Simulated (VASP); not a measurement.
Here is a VASP 6.6.1 calculation.

Contents of INCAR:

```
  PREC = Accurate
  ENCUT = 520
  EDIFF = 1E-8
  ISMEAR = -1
  SIGMA = 0.05
  LREAL = Auto
  LASPH = T
  NELM = 80
  ALGO = Normal
  ISIF = 2
  LWAVE = F
  LCHARG = F
  GGA = PE
  LEFG = T
  NBANDS = 80
  KPAR = 4
```

The input KPOINTS:

```
Automatic mesh
0
Gamma
  5 5 5
```

POSCAR

```
Rb2LiNb2Te2O12
1.0
    6.4763096357     -3.7549279269      0.0000000000
    6.4763096357      3.7549279269      0.0000000000
   -4.3179410953      0.0000000000      6.1526859801
Rb Li Nb Te O
2 1 2 2 12
Direct
    0.3550905000      0.3550905000      0.5817710000
    0.5752765000      0.5752765000      0.2224290000
    0.7357780000      0.7357780000      0.7360280000
    0.5026340000      0.0089090000      0.0235040000
    0.0089090000      0.5026340000      0.0235040000
    0.0119935000      0.0119935000      0.5199830000
    0.0028915000      0.0028915000      0.0086530000
    0.9347460000      0.9347460000      0.6963270000
    0.3188515000      0.3188515000      0.0754380000
    0.9386210000      0.3115360000      0.0736800000
    0.3306710000      0.9420320000      0.6956510000
    0.3115360000      0.9386210000      0.0736800000
    0.9420320000      0.3306710000      0.6956510000
    0.0737525000      0.0737525000      0.3203410000
    0.6915345000      0.6915345000      0.9470310000
    0.0561950000      0.6934840000      0.9320230000
    0.6889780000      0.0680870000      0.3276220000
    0.6934840000      0.0561950000      0.9320230000
    0.0680870000      0.6889780000      0.3276220000
```

Potentials or basis: VASP PAW PBE potentials, release 64 (Rb_sv, Li_sv, Nb_sv, Te, O).

The run is started by

```console
$ cat potpaw_PBE.64/Rb_sv/POTCAR potpaw_PBE.64/Li_sv/POTCAR potpaw_PBE.64/Nb_sv/POTCAR potpaw_PBE.64/Te/POTCAR potpaw_PBE.64/O/POTCAR > POTCAR
$ mpirun -np 4 vasp_std > vasp.out
```

Q: Predict the largest force.

A: 0.537 eV/Å.

Q: Estimate the band gap on the k mesh.

A: Zero (an odd number of electrons rules out a gap without spin polarisation).

Forces in eV/Å, atoms in the order of the input:
```
Rb   0.005  0.000 -0.021
Rb  -0.003  0.000  0.011
Li  -0.017  0.000  0.122
Nb  -0.012  0.019  0.073
Nb  -0.012 -0.019  0.073
Te  -0.026  0.000 -0.022
Te   0.009  0.000 -0.008
O   -0.003  0.000  0.004
O   -0.273  0.000 -0.117
O    0.426  0.114 -0.043
O    0.024 -0.114  0.389
O    0.426 -0.114 -0.043
O    0.024  0.114  0.389
O   -0.012  0.000 -0.002
O    0.264  0.000  0.124
O   -0.313 -0.061  0.039
O   -0.097  0.157 -0.504
O   -0.313  0.061  0.039
O   -0.097 -0.157 -0.504
```

Caveat: without QUAD_EFG the Cq values of the log hold for a quadrupole moment of 1 mb, not for the nuclei; spin-orbit coupling is left out, which moves the levels of the heavy elements; an odd number of electrons without spin polarisation forces a metal; a magnetic or distorted state may lie lower.
